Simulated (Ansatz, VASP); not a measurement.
One calculation of CdS, two programs

```xyz
4
Lattice="3.8984 0.0000 0.0000 0.0000 5.5115 0.0000 0.0000 0.0000 3.8981" Properties=species:S:1:pos:R:3 pbc="T T T"
Cd    1.9492    2.7557    2.8964
Cd    0.0000    0.0000    1.0017
S     1.9492    0.0000    2.9437
S     0.0000    2.7557    0.9544
```

Alike in both runs: task single point; functional PBE; k mesh 4 × 4 × 4; occupations gaussian, width 0.1 eV; no spin polarisation.

|  | VASP | Ansatz |
| --- | --- | --- |
| version | VASP 6.6.1 | Ansatz 0.2.0 |
| potentials or method | VASP PAW PBE potentials, release 64 (Cd, S), cutoff 520 eV | scalar-relativistic, plane waves, PAW |
| valence electrons in the cell | 36 | 52 |

Ansatz gave:

* gap on the k mesh at the Fermi level (eV): 0.25
* least direct gap on the mesh (eV): 0.96
* pressure (GPa): -0.6
* traceless stress, the component that is largest in VASP (GPa): -0.46
* rms of the force components (eV/Å): 0.013

**Question.** Estimate VASP's values.

**Answer.** gap on the k mesh at the Fermi level (eV): 0.24; least direct gap on the mesh (eV): 0.93; pressure (GPa): -0.2; traceless stress, the component that is largest in VASP (GPa): -0.46; rms of the force components (eV/Å): 0.013.

Atom by atom the forces differ by 0.001 eV/Å (rms over components). VASP's potentials hold 36 valence electrons a cell and Ansatz's 52, so a difference there can come from the potentials and not from the codes.
